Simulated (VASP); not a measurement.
# Li2O (Fm-3m) in VASP: notebook, part 2 of 2

VASP 6.6.1. Earlier steps stand in the parts before.

### 3 Vibrations by perturbation theory, PBE

The input, INCAR:

```
SYSTEM = Li2O
PREC = Accurate ; ENCUT = 750
EDIFF = 1E-8 ; ISMEAR = 0
SIGMA = 0.01 ; LREAL = .FALSE.
LASPH = .TRUE. ; NELM = 120
ALGO = Normal ; ISIF = 2
LWAVE = .FALSE. ; LCHARG = .FALSE.
GGA = PE ; IBRION = 8
NSW = 1 ; LEPSILON = .TRUE.
GGA_COMPAT = .FALSE.
```

The input, KPOINTS:

```
regular mesh
0
G
  8 8 8
  0 0 0
```

The input, POSCAR:

```
Li2O
1.0
    0.0000000000      2.3131459716      2.3131459716
    2.3131459716      0.0000000000      2.3131459716
    2.3131459716      2.3131459716      0.0000000000
Li O
2 1
Direct
    0.7500000000      0.7500000000      0.7500000000
    0.2500000000      0.2500000000      0.2500000000
    0.5000000000      0.5000000000      0.5000000000
```

Potentials or basis: VASP PAW PBE potentials, release 64 (Li_sv, O).

Command:

```sh
> cat potpaw_PBE.64/Li_sv/POTCAR potpaw_PBE.64/O/POTCAR > POTCAR
> mpirun -np 1 vasp_std > vasp.out
```

OUTCAR:

```text
SYSTEM = Li2O
   PREC = Accurate
   ENCUT = 750
   EDIFF = 1E-8
   ISMEAR = 0
   LREAL = .FALSE.
   LASPH = .TRUE.
   NELM = 120
   ISIF = 2
   GGA = PE
   IBRION = 8
   NSW = 1
   LEPSILON = .TRUE.

 ion  position               nearest neighbor table
   1  0.750  0.750  0.750-   3 2.00   3 2.00   3 2.00   3 2.00   2 2.31   2 2.31   2 2.31   2 2.31
                             2 2.31   2 2.31
   2  0.250  0.250  0.250-   3 2.00   3 2.00   3 2.00   3 2.00   1 2.31   1 2.31   1 2.31   1 2.31
                             1 2.31   1 2.31
   3  0.500  0.500  0.500-   2 2.00   2 2.00   2 2.00   1 2.00   2 2.00   1 2.00   1 2.00   1 2.00

  LATTYP: Found a face centered cubic cell.
 ALAT       =     4.6262919432

  Lattice vectors:

 A1 = (   0.0000000000,   2.3131459716,   2.3131459716)
 A2 = (   2.3131459716,   0.0000000000,   2.3131459716)
 A3 = (   2.3131459716,   2.3131459716,   0.0000000000)

Analysis of symmetry for initial positions (statically):
=====================================================================
 Subroutine PRICEL returns:
 Original cell was already a primitive cell.

 Routine SETGRP: Setting up the symmetry group for a
 face centered cubic supercell.

 Subroutine GETGRP returns: Found 48 space group operations
 (whereof 48 operations were pure point group operations)
 out of a pool of 48 trial point group operations.

The static configuration has the point symmetry O_h .

Analysis of symmetry for dynamics (positions and initial velocities):
=====================================================================
 Subroutine PRICEL returns:
 Original cell was already a primitive cell.

 Routine SETGRP: Setting up the symmetry group for a
 face centered cubic supercell.

 Subroutine GETGRP returns: Found 48 space group operations
 (whereof 48 operations were pure point group operations)
 out of a pool of 48 trial point group operations.

The dynamic configuration has the point symmetry O_h .

 Subroutine INISYM returns: Found 48 space group operations
 (whereof 48 operations are pure point group operations),
 and found     1 'primitive' translations

----------------------------------------------------------------------------------------

                                     Primitive cell

  volume of cell :      24.7536

  direct lattice vectors                    reciprocal lattice vectors
     0.000000000  2.313145972  2.313145972    -0.216155835  0.216155835  0.216155835
     2.313145972  0.000000000  2.313145972     0.216155835 -0.216155835  0.216155835
     2.313145972  2.313145972  0.000000000     0.216155835  0.216155835 -0.216155835
[... 522 lines left out ...]
  ---------------------------------------------------
  ---------------------------------------------------
  free energy    TOTEN  =        -0.36332902 eV

  energy without entropy =       -0.36332902

------------------------ aborting loop because EDIFF is reached ----------------------------------------

 INTERNAL STRAIN TENSOR  FOR ION    3  DIRECTION 1   (eV/Angst):
 -----------------------------------------------------------------------------
    -0.01028 -0.00000  0.00000
    -0.00000  0.00885  0.00000
     0.00000  0.00000  0.00885

 MACROSCOPIC STATIC DIELECTRIC TENSOR (including local field effects in DFT)
 ------------------------------------------------------
           2.925063     0.000000     0.000000
           0.000000     2.925063     0.000000
           0.000000     0.000000     2.925063
 ------------------------------------------------------

 PIEZOELECTRIC TENSOR (including local field effects)  for field in x, y, z        (e  Angst)
          XX          YY          ZZ          XY          YZ          ZX
  --------------------------------------------------------------------------------
  x     0.00000     0.00000     0.00000     0.00000     0.00000     0.00000
  y     0.00000     0.00000     0.00000     0.00000     0.00000     0.00000
  z     0.00000     0.00000     0.00000     0.00000     0.00000     0.00000

 PIEZOELECTRIC TENSOR (including local field effects)  for field in x, y, z        (C/m^2)
          XX          YY          ZZ          XY          YZ          ZX
  --------------------------------------------------------------------------------
  x     0.00000     0.00000     0.00000     0.00000     0.00000     0.00000
  y     0.00000     0.00000     0.00000     0.00000     0.00000     0.00000
  z     0.00000     0.00000     0.00000     0.00000     0.00000     0.00000

 BORN EFFECTIVE CHARGES (including local field effects) (in |e|, cummulative output)
 ---------------------------------------------------------------------------------
 ion    1
    1     0.90421    -0.00000    -0.00000
    2     0.00000     0.90421    -0.00000
    3    -0.00000    -0.00000     0.90421
 ion    2
    1     0.90421    -0.00000    -0.00000
    2     0.00000     0.90421    -0.00000
    3     0.00000     0.00000     0.90421
 ion    3
    1    -1.80843    -0.00000    -0.00000
    2    -0.00000    -1.80843     0.00000
    3     0.00000    -0.00000    -1.80843

 INTERNAL STRAIN TENSOR FOR ION    3 for displacements in x,y,z  (eV/Angst):
          X           Y           Z          XY          YZ          ZX
  --------------------------------------------------------------------------------
  x     0.00000     0.00000     0.00000     0.00000     0.00000     0.00000
  y     0.00000     0.00000     0.00000     0.00000     0.00000     0.00000
  z     0.00000     0.00000     0.00000     0.00000     0.00000     0.00000

 SECOND DERIVATIVES (NOT SYMMETRIZED)
 ------------------------------------
               1X          1Y          1Z          2X          2Y          2Z          3X          3Y          3Z
  1X    -4.821540    0.000000    0.000000    2.247975    0.000000    0.000000    2.573566    0.000000    0.000000
  1Y     0.000000   -4.821540    0.000000    0.000000    2.247975    0.000000    0.000000    2.573566    0.000000
  1Z     0.000000    0.000000   -4.821540    0.000000    0.000000    2.247975    0.000000    0.000000    2.573566
  2X     2.247975    0.000000    0.000000   -4.821540    0.000000    0.000000    2.573566    0.000000    0.000000
  2Y     0.000000    2.247975    0.000000    0.000000   -4.821540    0.000000    0.000000    2.573566    0.000000
  2Z     0.000000    0.000000    2.247975    0.000000    0.000000   -4.821540    0.000000    0.000000    2.573566
  3X     2.525774    0.000000    0.000000    2.525774    0.000000    0.000000   -5.051548    0.000000    0.000000
  3Y     0.000000    2.525774    0.000000    0.000000    2.525774    0.000000    0.000000   -5.051548    0.000000
  3Z     0.000000    0.000000    2.525774    0.000000    0.000000    2.525774    0.000000    0.000000   -5.051548

 Eigenvectors and eigenvalues of the dynamical matrix
 ----------------------------------------------------

   1 f  =   15.699525 THz    98.643026 2PiTHz  523.679790 cm-1    64.927990 meV
             X         Y         Z           dx          dy          dz
      3.469719  3.469719  3.469719    -0.175804   -0.074067   -0.680887
      1.156573  1.156573  1.156573     0.175804    0.074067    0.680887
      2.313146  2.313146  2.313146    -0.000000   -0.000000    0.000000
[... 43 lines left out ...]
   9 f/i=    0.060367 THz     0.379298 2PiTHz    2.013632 cm-1     0.249658 meV
             X         Y         Z           dx          dy          dz
      3.469719  3.469719  3.469719    -0.324857    0.343274   -0.088380
      1.156573  1.156573  1.156573    -0.324857    0.343274   -0.088380
      2.313146  2.313146  2.313146    -0.495407    0.523493   -0.134780

--------------------------------------------------------------------------------------------------------

 MACROSCOPIC STATIC DIELECTRIC TENSOR IONIC CONTRIBUTION
 ------------------------------------------------------
           4.702794    -0.000000    -0.000000
          -0.000000     4.702794    -0.000000
          -0.000000    -0.000000     4.702794
 ------------------------------------------------------

 ELASTIC MODULI CONTR FROM IONIC RELAXATION (kBar)
 Direction    XX          YY          ZZ          XY          YZ          ZX
 --------------------------------------------------------------------------------
 XX          -0.0000     -0.0000     -0.0000      0.0000     -0.0000      0.0000
 YY          -0.0000     -0.0000      0.0000     -0.0000     -0.0000      0.0000
 ZZ          -0.0000      0.0000     -0.0000      0.0000     -0.0000     -0.0000
 XY           0.0000     -0.0000      0.0000     -2.8416      0.0000      0.0000
 YZ          -0.0000     -0.0000     -0.0000      0.0000     -2.8416      0.0000
 ZX           0.0000      0.0000     -0.0000      0.0000      0.0000     -2.8416
 --------------------------------------------------------------------------------

 PIEZOELECTRIC TENSOR IONIC CONTR  for field in x, y, z        (C/m^2)
          XX          YY          ZZ          XY          YZ          ZX
  --------------------------------------------------------------------------------
  x     0.00000    -0.00000    -0.00000     0.00000     0.00000     0.00000
  y     0.00000    -0.00000     0.00000    -0.00000     0.00000     0.00000
  z    -0.00000     0.00000     0.00000    -0.00000    -0.00000    -0.00000
```

Run time: 4.2 min. Hardware: 1 thread of Intel Xeon 6975P-C (Granite Rapids), shared host; peak memory 0.24 GiB.

What came out:

```yaml
Electronic_dielectric_tensor_diagonal: 2.93
Born_charges_mean_of_the_diagonal: Li +0.90; O -1.81 e
Highest_phonon_frequency_at_Γ_LO-TO_splitting_left_out: 524 cm⁻¹
```

Phonon frequencies in cm⁻¹ (negative: imaginary):
```
              q point                       frequencies
(0.000, 0.000, 0.000)  -2 -2 -2 431 431 431 524 524 524
```

Electronic dielectric tensor:
```
2.93 0.00 0.00
0.00 2.93 0.00
0.00 0.00 2.93
```

Born effective charge tensors (e):
atom 1, Li
```
0.90 0.00 0.00
0.00 0.90 0.00
0.00 0.00 0.90
```
atom 2, Li
```
0.90 0.00 0.00
0.00 0.90 0.00
0.00 0.00 0.90
```
atom 3, O
```
-1.81  0.00  0.00
 0.00 -1.81  0.00
 0.00  0.00 -1.81
```
